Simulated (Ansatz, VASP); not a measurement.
CrO2: VASP beside Ansatz

```
CELL_PARAMETERS angstrom
2.89440 0.00000 0.00000
-1.44720 2.50663 0.00000
0.00000 0.00000 5.08131
ATOMIC_POSITIONS crystal
Cr 0.00000 0.00000 0.00000
O 0.33333 0.66667 0.18629
O 0.66667 0.33333 0.81371
```

Alike in both runs: functional PBE; k mesh 12 × 12 × 4; occupations gaussian, width 0.1 eV; collinear spin.

Ansatz relaxed the structure, and its values are those at the end. VASP's run is a single point on that final structure, the one shown.

```csv
,VASP,Ansatz
version,VASP 6.6.1,Ansatz 0.2.0
potentials or method,"VASP PAW PBE potentials, release 64 (Cr_pv, O), cutoff 520 eV","scalar-relativistic, plane waves, PAW"
valence electrons in the cell,24,26
```

|  | VASP | Ansatz | Ansatz less VASP |
| --- | --- | --- | --- |
| gap on the k mesh at the Fermi level (eV) | none | none | - |
| pressure (GPa) | 0.8 | 0.2 | -0.68 |
| rms of the force components (eV/Å) | 0.037 | 0.005 | -0.0319 |
| net moment per atom (μB) | 0.67 | 0.67 | 0.000 |
| size of the moment on the site where the two differ most (μB) | 2.08 | 1.74 | -0.331 |

Site moments also hang on the region over which each program counts them. A gap of «none» marks a metal or a gap that the smearing closes. VASP's potentials hold 24 valence electrons a cell and Ansatz's 26, so a difference there can come from the potentials and not from the codes.
